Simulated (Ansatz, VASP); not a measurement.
# One calculation of NbCuP2, two programs

```
CELL_PARAMETERS angstrom
3.56353 0.00000 0.00000
-1.78177 3.08611 0.00000
0.00000 0.00000 5.53440
ATOMIC_POSITIONS crystal
Nb 0.33333 0.66667 0.50000
Cu 0.33333 0.66667 0.00000
P 0.00000 0.00000 0.76986
P 0.00000 0.00000 0.23014
```

Alike in both runs: functional PBE; k mesh 6 × 6 × 4; occupations gaussian, width 0.1 eV; no spin polarisation.

Ansatz relaxed the structure, and its values are those at the end. VASP's run is a single point on that final structure, the one shown.

```csv
,VASP,Ansatz
version,VASP 6.6.1,Ansatz 0.2.0
potentials or method,"VASP PAW PBE potentials, release 64 (Nb_sv, Cu, P), cutoff 520 eV","scalar-relativistic, plane waves, PAW"
valence electrons in the cell,34,42
```

Ansatz gave:

- gap on the k mesh at the Fermi level (eV): none
- pressure (GPa): 0.2
- rms of the force components (eV/Å): 0.000

Problem. What did VASP give for the same quantities?

Solution. gap on the k mesh at the Fermi level (eV): none; pressure (GPa): 0.1; rms of the force components (eV/Å): 0.008.

A gap of «none» marks a metal or a gap that the smearing closes. The functional is the same, so the differences come from potentials, cutoffs and numerics. VASP's potentials hold 34 valence electrons a cell and Ansatz's 42, so a difference there can come from the potentials and not from the codes.
